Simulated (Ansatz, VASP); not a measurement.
SiC: VASP beside Ansatz

```
CELL_PARAMETERS angstrom
3.09185 0.00000 0.00000
-1.54593 2.67762 0.00000
0.00000 0.00000 5.07431
ATOMIC_POSITIONS crystal
Si 0.66667 0.33333 0.50458
Si 0.33333 0.66667 0.00458
C 0.66667 0.33333 0.88042
C 0.33333 0.66667 0.38042
```

Alike in both runs: task single point; functional r2SCAN; k mesh 12 × 12 × 6; occupations gaussian, width 0.02 eV; no spin polarisation.

```csv
,VASP,Ansatz
version,VASP 6.6.1,Ansatz 0.2.0
potentials or method,"VASP PAW PBE potentials, release 64 (Si, C), cutoff 520 eV","scalar-relativistic, plane waves, PAW"
valence electrons in the cell,16,16
```

```tsv
	VASP	Ansatz	Ansatz less VASP
gap on the k mesh at the Fermi level (eV)	2.68	2.68	-0.006
least direct gap on the mesh (eV)	4.45	4.44	-0.008
pressure (GPa)	-3.7	-3.5	+0.17
traceless stress, the component that is largest in VASP (GPa)	0.14	0.13	-0.014
```

VASP's potentials were made for PBE, not for r2SCAN. The functional is the same, so the differences come from potentials, cutoffs and numerics.
